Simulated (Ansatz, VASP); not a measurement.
**One calculation of Hg, two programs**

```
Hg
1.0
     1.73000    0.99882    2.27868
    -1.73000    0.99882    2.27868
     0.00000   -1.99763    2.27868
Hg
1
Cartesian
  0.0000 0.0000 0.0000
```

Change from the starting cell: zz strain of +2 %.

Alike in both runs: task single point; functional LDA; k mesh 12 × 12 × 12; occupations fermi-dirac, width 0.03 eV; no spin polarisation.

```csv
,VASP,Ansatz
version,VASP 6.6.1,Ansatz 0.2.0
potentials or method,"VASP PAW LDA potentials, release 64 (Hg), cutoff 520 eV","all-electron LAPW, scalar-relativistic"
```

|  | VASP | Ansatz | Ansatz less VASP |
| --- | --- | --- | --- |
| pressure (GPa) | -2.2 | -2.7 | -0.46 |
| traceless stress, the component that is largest in VASP (GPa) | -1.16 | -1.45 | -0.283 |

LDA's correlation is that of Perdew and Zunger in VASP and of Perdew and Wang (1992) in Ansatz. Ansatz ran all-electron here, and VASP with PAW potentials.

Spin-orbit coupling is off throughout.
